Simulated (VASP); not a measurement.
W:

```
W
1.0
    -1.58516    1.58516    1.58516
     1.58516   -1.58516    1.58516
     1.58516    1.58516   -1.58516
W
1
Direct
  0.00000 0.00000 0.00000
```

```yaml
Program: VASP 6.6.1
Task: relaxation of cell and atoms
Functional: LDA
Potentials_or_basis: VASP PAW LDA potentials, release 64 (W_sv)
Cutoff: 600 eV
k_mesh: 8 × 8 × 8
Occupations: gaussian, width 0.1 eV
Spin: no spin polarisation
```

At the start: pressure -8.1 GPa; volume 15.93 Å³/atom.

Task: How do energy, volume and symmetry change on relaxing?

Result: Over 3 steps the energy falls by 10.2 meV/atom and the volume is 15.55 Å³/atom (-2.4 %); space group Im-3m (No. 229, to 0.05 Å).

The path:
```csv
step,energy change (eV),largest force (eV/Å),pressure (GPa),volume (Å³)
1,0.0000,0.0000,-8.11,15.93
2,0.1467,0.0000,39.19,14.14
3,-0.0102,0.0000,-0.37,15.55
```

Final structure:
```
CELL_PARAMETERS angstrom
-1.57251 1.57251 1.57251
1.57251 -1.57251 1.57251
1.57251 1.57251 -1.57251
ATOMIC_POSITIONS crystal
W 0.00000 0.00000 0.00000
```
